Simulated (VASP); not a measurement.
A run of VASP 6.6.1 is set up as follows.

INCAR

```
  PREC = Accurate
  ENCUT = 520
  EDIFF = 1E-6
  ISMEAR = 0
  SIGMA = 0.1
  LREAL = False
  LASPH = True
  NELM = 100
  ALGO = Fast
  ISIF = 2
  LWAVE = False
  LCHARG = True
  GGA = PS
  LELF = True
  LVHAR = True
  NBANDS = 32
```

The input KPOINTS:

```
Automatic mesh
0
Gamma
  12 12 4
```

The input POSCAR:

```
AlAu4
1.0
    2.3887322294     -1.8113891457     -0.0722565070
    2.3887322294      1.8113891457     -0.0722565070
   -1.2769136604      0.0000000000     11.2689229146
Al Au
1 4
Direct
    0.0000000000      0.0000000000      0.0000000000
    0.5912874122      0.5912874122      0.8130123237
    0.2090413298      0.2090413298      0.6234723388
    0.7909586702      0.7909586702      0.3765276612
    0.4087125878      0.4087125878      0.1869876763
```

Potentials or basis: VASP PAW PBE potentials, release 64 (Al, Au).

Launch:

```bash
$ cat potpaw_PBE.64/Al/POTCAR potpaw_PBE.64/Au/POTCAR > POTCAR
$ mpirun -np 1 vasp_std > vasp.out
```

Task: Estimate the band gap on the k mesh.

Result: Zero (an odd number of electrons rules out a gap without spin polarisation).

Task: Predict the largest force.

Result: 1.576 eV/Å.

Task: Predict the pressure.

Result: -9.4 GPa.

Forces in eV/Å, atoms in the order of the input:
```
Al   0.000  0.000  0.000
Au   0.683  0.000  1.420
Au  -0.602  0.000 -1.287
Au   0.602  0.000  1.287
Au  -0.683  0.000 -1.420
```

Caveat: the cell differs from its parent crystal (strained and its atoms moved); the cell stands under tension; the PAW data sets were made with another functional, which shifts forces and pressure a little; spin-orbit coupling is left out, which moves the levels of the heavy elements.
